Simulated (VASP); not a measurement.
# HfB2 (P6/mmm) in VASP: a series of runs

Aim: see how the results for HfB2 move with the level of theory and the settings. Levels: PBE-based global hybrid with 15 % exact exchange, PBE-based global hybrid with 25 % exact exchange. Tasks: single point.

Program: VASP 6.6.1. These are calculated values, not measurements. Logs are shortened: lines on timing, memory, paths and dates and some standing lists are left out, and cuts for length are marked.

## 1. The cell of the first run

It takes space group P6/mmm (No. 191, hexagonal). The conventional cell has a = 3.140 Å, b = 3.140 Å, c = 3.480 Å, α = 90.00°, β = 90.00°, γ = 120.00°. Hf (site symmetry 6/mmm) has 12 B at 2.51 Å and 6 Hf at 3.14 Å within 3.3 Å. Within 2.4 Å of B (site symmetry -6m2) lie 3 B at 1.81 Å.

## 2. Single point, PBE-based global hybrid with 15 % exact exchange

POSCAR

```
HfB2
1.0
    3.1400000000      0.0000000000      0.0000000000
   -1.5700000000      2.7193197679      0.0000000000
    0.0000000000      0.0000000000      3.4800000000
Hf B
1 2
Direct
    0.0000000000      0.0000000000      0.0000000000
    0.6666666667      0.3333333333      0.5000000000
    0.3333333333      0.6666666667      0.5000000000
```

INCAR.step1

```
SYSTEM = HfB2
PREC     = Accurate       ! precision mode
ENCUT    = 520            ! plane-wave cutoff, eV
EDIFF    = 1E-5           ! SCF threshold, eV
ISMEAR   = -1             ! smearing method
SIGMA    = 0.05           ! smearing width, eV
LREAL    = .False.        ! projectors in reciprocal space
LASPH    = .True.         ! aspherical terms in the spheres
NELM     = 60             ! most SCF steps
ALGO     = Normal         ! electronic algorithm
ISIF     = 2              ! what is computed and relaxed
LWAVE    = .True.         ! write WAVECAR
LCHARG   = .False.        ! write CHGCAR
NBANDS   = 15             ! bands
GGA      = PE             ! functional
```

INCAR.step2

```
SYSTEM = HfB2
PREC     = Accurate       ! precision mode
ENCUT    = 520            ! plane-wave cutoff, eV
EDIFF    = 1E-6           ! SCF threshold, eV
ISMEAR   = -1             ! smearing method
SIGMA    = 0.05           ! smearing width, eV
LREAL    = .False.        ! projectors in reciprocal space
LASPH    = .True.         ! aspherical terms in the spheres
NELM     = 60             ! most SCF steps
ALGO     = Normal         ! electronic algorithm
ISIF     = 2              ! what is computed and relaxed
LWAVE    = .False.        ! write WAVECAR
LCHARG   = .False.        ! write CHGCAR
GGA      = PE             ! functional
LHFCALC  = .True.         ! exact exchange
AEXX     = 0.15           ! exact-exchange fraction
PRECFOCK = Normal       
NBANDS   = 15             ! bands
ISTART   = 1
```

KPOINTS

```
regular mesh
0
Gamma
  6 6 5
  0 0 0
```

Potentials or basis: VASP PAW PBE potentials, release 64 (Hf_pv, B).

Run with:

```sh
cat potpaw_PBE.64/Hf_pv/POTCAR potpaw_PBE.64/B/POTCAR > POTCAR
cp INCAR.step1 INCAR
mpirun -np 1 vasp_std > vasp.out
cp INCAR.step2 INCAR
mpirun -np 1 vasp_std > vasp.out
```

OUTCAR:

```text
SYSTEM = HfB2
   PREC = Accurate
   ENCUT = 520
   EDIFF = 1E-6
   ISMEAR = -1
   LREAL = .False.
   LASPH = .True.
   NELM = 60
   ISIF = 2
   GGA = PE
   LHFCALC = .True.
   AEXX = 0.15
   PRECFOCK = Normal
   ISTART = 1

 ion  position               nearest neighbor table
   1  0.000  0.000  0.000-   2 2.51   3 2.51   2 2.51   3 2.51   2 2.51   2 2.51   3 2.51   3 2.51
                             2 2.51   2 2.51   3 2.51   3 2.51
   2  0.667  0.333  0.500-   3 1.81   3 1.81   3 1.81   1 2.51   1 2.51   1 2.51   1 2.51   1 2.51
                             1 2.51
   3  0.333  0.667  0.500-   2 1.81   2 1.81   2 1.81   1 2.51   1 2.51   1 2.51   1 2.51   1 2.51
                             1 2.51

  LATTYP: Found a hexagonal cell.
 ALAT       =     3.1400000000
 C/A-ratio  =     1.1082802548

  Lattice vectors:

 A1 = (   3.1400000000,   0.0000000000,   0.0000000000)
 A2 = (  -1.5700000000,   2.7193197679,   0.0000000000)
 A3 = (   0.0000000000,   0.0000000000,   3.4800000000)

Analysis of symmetry for initial positions (statically):
=====================================================================
 Subroutine PRICEL returns:
 Original cell was already a primitive cell.

 Routine SETGRP: Setting up the symmetry group for a
 hexagonal supercell.

 Subroutine GETGRP returns: Found 24 space group operations
 (whereof 24 operations were pure point group operations)
 out of a pool of 24 trial point group operations.

The static configuration has the point symmetry D_6h.

Analysis of symmetry for dynamics (positions and initial velocities):
=====================================================================
 Subroutine PRICEL returns:
 Original cell was already a primitive cell.

 Routine SETGRP: Setting up the symmetry group for a
 hexagonal supercell.

 Subroutine GETGRP returns: Found 24 space group operations
 (whereof 24 operations were pure point group operations)
 out of a pool of 24 trial point group operations.

The dynamic configuration has the point symmetry D_6h.

 Subroutine INISYM returns: Found 24 space group operations
 (whereof 24 operations are pure point group operations),
 and found     1 'primitive' translations

----------------------------------------------------------------------------------------

                                     Primitive cell

  volume of cell :      29.7146

  direct lattice vectors                    reciprocal lattice vectors
     3.140000000  0.000000000  0.000000000     0.318471338  0.183869512  0.000000000
    -1.570000000  2.719319768  0.000000000     0.000000000  0.367739025  0.000000000
     0.000000000  0.000000000  3.480000000     0.000000000  0.000000000  0.287356322

  length of vectors
     3.140000000  3.140000000  3.480000000     0.367739025  0.367739025  0.287356322

  position of ions in fractional coordinates (direct lattice)
     0.000000000  0.000000000  0.000000000
     0.666666667  0.333333333  0.500000000
     0.333333333  0.666666667  0.500000000

  ion indices of the primitive-cell ions
   primitive index   ion index
                 1           1
                 2           2
                 3           3

----------------------------------------------------------------------------------------

 KPOINTS: regular mesh

Automatic generation of k-mesh.
 Grid dimensions read from file:
 generate k-points for:    6    6    5

 Generating k-lattice:

  Cartesian coordinates                     Fractional coordinates (reciprocal lattice)
     0.053078556  0.030644919  0.000000000     0.166666667  0.000000000  0.000000000
     0.000000000  0.061289837  0.000000000     0.000000000  0.166666667  0.000000000
     0.000000000  0.000000000  0.057471264     0.000000000  0.000000000  0.200000000

  Length of vectors
     0.061289837  0.061289837  0.057471264

  Shift w.r.t. Gamma in fractional coordinates (k-lattice)
     0.000000000  0.000000000  0.000000000

 Subroutine IBZKPT returns following result:
 ===========================================

 Found     21 irreducible k-points:

 Following reciprocal coordinates:
            Coordinates               Weight
  0.000000  0.000000  0.000000      1.000000
  0.166667  0.000000  0.000000      6.000000
  0.333333  0.000000  0.000000      6.000000
  0.500000  0.000000  0.000000      3.000000
  0.166667  0.166667  0.000000      6.000000
  0.333333  0.166667  0.000000     12.000000
[... 13 lines left out ...]
  0.333333  0.166667  0.400000     24.000000
  0.333333  0.333333  0.400000      4.000000
   k-points           NKPTS =     21   k-points in BZ     NKDIM =    180   number of bands    NBANDS=     15
   number of dos      NEDOS =    301   number of ions     NIONS =      3
   total plane-waves  NPLWV =  16128
   dimension x,y,z NGX =    24 NGY =   24 NGZ =   28
   dimension x,y,z NGXF=    48 NGYF=   48 NGZF=   56
   ions per type =               1   2
   NGX,Y,Z   is equivalent  to a cutoff of  12.71, 12.71, 13.38 a.u.
   NGXF,Y,Z  is equivalent  to a cutoff of  25.41, 25.41, 26.75 a.u.
 SYSTEM =  HfB2
   PREC   = accura    normal or accurate (medium, high low for compatibility)
   ISTART =      1    job   : 0-new  1-cont  2-samecut
   ICHARG =      0    charge: 1-file 2-atom 10-const
   ISPIN  =      1    spin polarized calculation?
   LNONCOLLINEAR =      F non collinear calculations
   LSORBIT =      F    spin-orbit coupling
   LASPH  =      T    aspherical Exc in radial PAW
   ENCUT  =  520.0 eV  38.22 Ry    6.18 a.u.   5.84  5.84  6.47*2*pi/ulx,y,z
   NELM   =     60;   NELMIN=  2; NELMDL=  0     # of ELM steps
   EDIFF  = 0.1E-05   stopping-criterion for ELM
   LREAL  =      F    real-space projection
   EDIFFG = 0.1E-04   stopping-criterion for IOM
   NSW    =      0    number of steps for IOM
   IBRION =     -1    ionic relax: 0-MD 1-quasi-New 2-CG
   NFREE  =      0    steps in history (QN), initial steepest desc. (CG)
   ISIF   =      2    stress and relaxation
   ISYM   =      3    0-nonsym 1-usesym 2-fastsym
   POTIM  = 0.5000    time-step for ionic-motion
   TEBEG  =    0.0;   TEEND  =   0.0 temperature during run
   PSTRESS=    0.0 pullay stress
   NELECT =      16.0000    total number of electrons
   NUPDOWN=      -1.0000    fix difference up-down
   EMIN   =  10.00;   EMAX   =-10.00  energy-range for DOS
   EFERMI =   0.00;   METHOD = LEGACY
   ISMEAR =    -1;   SIGMA  =   0.05  broadening in eV -4-tet -1-fermi 0-gaus
   EFERMI_NEDOS =   21; number of points for ismear=-14 and -15
   IALGO  =     38    algorithm
   IMIX   =      1    mixing-type and parameters
     AMIX     =   0.40;   BMIX     =  1.00
     AMIX_MAG =   1.60;   BMIX_MAG =  1.00
  volume/ion in A,a.u.               =       9.90        66.84
  Fermi-wavevector in a.u.,A,eV,Ry     =   1.331860  2.516850 24.134693  1.773850
  Thomas-Fermi vector in A             =   2.460838
   LORBIT       =      0    0 simple, 1 ext, 2 COOP (PROOUT), +10 PAW based schemes
   GGA     = PE    functional components
   LHFCALC =     T    Hartree Fock is set to
   PRECFOCK=normal    Normal, Fast or Accurate (Low or Medium for compatibility)
   ENCUT4O =  -1.0   cutoff for four orbital integrals eV
   NKREDX  =     1    reduce k-point grid by
   NKREDY  =     1    reduce k-point grid by
   NKREDZ  =     1    reduce k-point grid by
   AEXX    =    0.1500 exact exchange contribution
   HFSCREEN=    0.0000 screening length (either q_TF or 0.3 A-1)
   HFSCREENC=   0.0000 screening length for correlation (either q_TF or 0.3 A-1)
   ENCUTFOCK=  -1.0 apply spherical cutoff to Coloumb kernel
   IVDW    =     0    specifies the selected vdW correction
   LEPSILON=     F    determine dielectric tensor
   LRPA    =     F    only Hartree local field effects (RPA)
 non-spin polarized calculation
  energy-cutoff  :      520.00
  volume of cell :       29.71
 maximum number of plane-waves:       816
 NGX is ok and might be reduce to    24
  NGX = 18; NGY = 18; NGZ = 20

 number of electron      15.9999998 magnetization

 Free energy of the ion-electron system (eV)
  ---------------------------------------------------
  ext. energy  EPLUGINS =         0.00000000
  ---------------------------------------------------
  free energy    TOTEN  =       -29.21379822 eV

  energy without entropy =      -29.21077507  energy(sigma->0) =      -29.21228664

 E-fermi :   7.4368     XC(G=0): -10.9709

 val. band max:        7.0149953881   @ k =   0.0000   0.0000   0.2000
 cond. band min:       7.5173978892   @ k =   0.3333   0.1667   0.0000
 fundamental gap:      0.5024025011
 Fermi energy:         7.4368200945

 k-point     1 :       0.0000    0.0000    0.0000
  band No.  band energies     occupation
      1     -24.6595      2.00000
      2     -24.1078      2.00000
      3     -24.1078      2.00000
      4      -7.4844      2.00000
      5       4.1925      2.00000
      6       4.2170      2.00000
      7       4.2170      2.00000
      8       4.2953      2.00000
      9      12.3056      0.00000
     10      12.3056      0.00000
     11      12.9923      0.00000
     12      12.9923      0.00000
     13      13.2052      0.00000
     14      13.2183      0.00000
     15      13.2183      0.00000

 k-point     2 :       0.1667    0.0000    0.0000
  band No.  band energies     occupation
      1     -24.6212      2.00000
      2     -24.3269      2.00000
      3     -24.1562      2.00000
      4      -6.8612      2.00000
      5       2.6351      2.00000
      6       3.8495      2.00000
      7       4.1441      2.00000
      8       4.7509      2.00000
      9      10.5592      0.00000
     10      11.8961      0.00000
     11      11.9140      0.00000
     12      12.6045      0.00000
     13      14.2844      0.00000
     14      15.4217      0.00000
     15      15.5070      0.00000
[... 311 lines left out ...]
      3     -24.3769      2.00000
      4      -3.6867      2.00000
      5      -0.9822      2.00000
      6       1.5483      2.00000
      7       2.9686      2.00000
      8       4.1703      2.00000
      9      11.7769      0.00000
     10      13.4597      0.00000
     11      14.0917      0.00000
     12      15.3953      0.00000
     13      15.6841      0.00000
     14      16.6125      0.00000
     15      17.4745      0.00000

 k-point    21 :       0.3333    0.3333    0.4000
  band No.  band energies     occupation
      1     -24.7200      2.00000
      2     -24.6471      2.00000
      3     -24.6471      2.00000
      4      -2.4666      2.00000
      5      -2.4666      2.00000
      6       1.0890      2.00000
      7       3.9056      2.00000
      8       3.9056      2.00000
      9      12.9233      0.00000
     10      13.7079      0.00000
     11      14.4537      0.00000
     12      14.4537      0.00000
     13      15.9178      0.00000
     14      15.9178      0.00000
     15      18.7065      0.00000

------------------------ aborting loop because EDIFF is reached ----------------------------------------

  FORCE on cell =-STRESS in cart. coord.  units (eV):
  Direction    XX          YY          ZZ          XY          YZ          ZX
  --------------------------------------------------------------------------------------
  -------------------------------------------------------------------------------------
  Total       -0.1497116     -0.1497116     -0.5472746      0.0000000     -0.0000000      0.0000000
  in kB       -8.0722934     -8.0722934    -29.5084710      0.0000000     -0.0000000      0.0000000
  external PRESSURE =     -15.2176860 kB  Pullay stress =       0.0000000 kB

 VOLUME and BASIS-vectors are now :
 -----------------------------------------------------------------------------
  energy-cutoff  :      520.00
  volume of cell :       29.71
      direct lattice vectors                 reciprocal lattice vectors
     3.140000000  0.000000000  0.000000000     0.318471338  0.183869512  0.000000000
    -1.570000000  2.719319768  0.000000000     0.000000000  0.367739025  0.000000000
     0.000000000  0.000000000  3.480000000     0.000000000  0.000000000  0.287356322

 POSITION                                       TOTAL-FORCE (eV/Angst)
 -----------------------------------------------------------------------------------
      0.00000      0.00000      0.00000         0.000000      0.000000      0.000000
      1.57000      0.90644      1.74000         0.000000     -0.000000      0.000000
     -0.00000      1.81288      1.74000        -0.000000      0.000000      0.000000
 -----------------------------------------------------------------------------------
    total drift:                               -0.000000     -0.000000     -0.000000

  FREE ENERGIE OF THE ION-ELECTRON SYSTEM (eV)
  ---------------------------------------------------
  free  energy   TOTEN  =       -29.2137982185 eV

  energy  without entropy=      -29.2107750671  energy(sigma->0) =      -29.21228664
```

It took 32 min on 1 thread of Intel Xeon Platinum 8259CL at 2.50GHz (Skylake/Cascade Lake), shared host; peak memory 0.17 GiB.

What came out:

| Property | Result |
| --- | --- |
| Free energy | -29.2138 eV |
| Pressure | -1.5 GPa |
| Band gap on the k mesh | zero (bands 8 and 9 overlap by 0.98 eV) |

Stress tensor (GPa, compression positive):
```
-0.81  0.00  0.00
 0.00 -0.81  0.00
 0.00  0.00 -2.95
```

Levels at points of the mesh, in eV from the Fermi level:
```csv
k point,band 6,band 7,band 8,band 9,band 10,band 11
"(0.00, 0.00, 0.00)",-3.22,-3.22,-3.14,4.87,4.87,5.56
"(0.50, 0.00, 0.00)",-4.51,-3.83,-3.10,2.72,3.46,6.47
```

Caveat: the k points lie up to 0.39 Å⁻¹ apart, too coarse for converged energies and pressures of a metal; the PAW data sets were made with another functional, which shifts forces and pressure a little; spin-orbit coupling is left out, which moves the levels of the heavy elements.

## 3. Single point, PBE-based global hybrid with 25 % exact exchange

POSCAR is that of step 2.

INCAR.step1

```
SYSTEM = HfB2
ALGO = Normal
EDIFF = 1E-5
ENCUT = 520
GGA = PE
ISIF = 2
ISMEAR = -1
LASPH = .TRUE.
LCHARG = .FALSE.
LREAL = .FALSE.
LWAVE = .TRUE.
NBANDS = 15
NELM = 100
PREC = Accurate
SIGMA = 0.05
```

INCAR.step2

```
SYSTEM = HfB2
AEXX = 0.25
ALGO = Normal
EDIFF = 1E-7
ENCUT = 520
GGA = PE
ISIF = 2
ISMEAR = -1
ISTART = 1
LASPH = .TRUE.
LCHARG = .FALSE.
LHFCALC = .TRUE.
LREAL = .FALSE.
LWAVE = .FALSE.
NBANDS = 15
NELM = 100
PREC = Accurate
PRECFOCK = Normal
SIGMA = 0.05
```

KPOINTS

```
k-points
0
G
  6 6 5
  0 0 0
```

Potentials or basis: VASP PAW PBE potentials, release 64 (Hf_pv, B).

Run with:

```sh
cat potpaw_PBE.64/Hf_pv/POTCAR potpaw_PBE.64/B/POTCAR > POTCAR
cp INCAR.step1 INCAR
mpirun -np 1 vasp_std > vasp.out
cp INCAR.step2 INCAR
mpirun -np 1 vasp_std > vasp.out
```

It took 37 min on 1 thread of Intel Xeon Platinum 8259CL at 2.50GHz (Skylake/Cascade Lake), shared host; peak memory 0.17 GiB.

Results (log left out):

```
Free energy            : -31.1374 eV
Pressure               : -3.2 GPa
Band gap on the k mesh : zero (bands 8 and 9 overlap by 1.12 eV)
```

Stress tensor (GPa, compression positive):
```
-2.42  0.00  0.00
 0.00 -2.42  0.00
 0.00  0.00 -4.85
```

Levels at points of the mesh, in eV from the Fermi level:
```tsv
k point	band 5	band 6	band 7	band 8	band 9	band 10	band 11	band 12
(0.00, 0.00, 0.00)	-3.69	-3.69	-3.66	-3.64	5.18	5.18	5.89	5.89
(0.50, 0.00, 0.00)	-10.77	-5.02	-4.34	-3.50	2.87	3.71	6.82	7.02
```

Caveat: the k points lie up to 0.39 Å⁻¹ apart, too coarse for converged energies and pressures of a metal; the PAW data sets were made with another functional, which shifts forces and pressure a little; spin-orbit coupling is left out, which moves the levels of the heavy elements.

The gap in the log of VASP goes by the Fermi energy; the results here count the filled bands.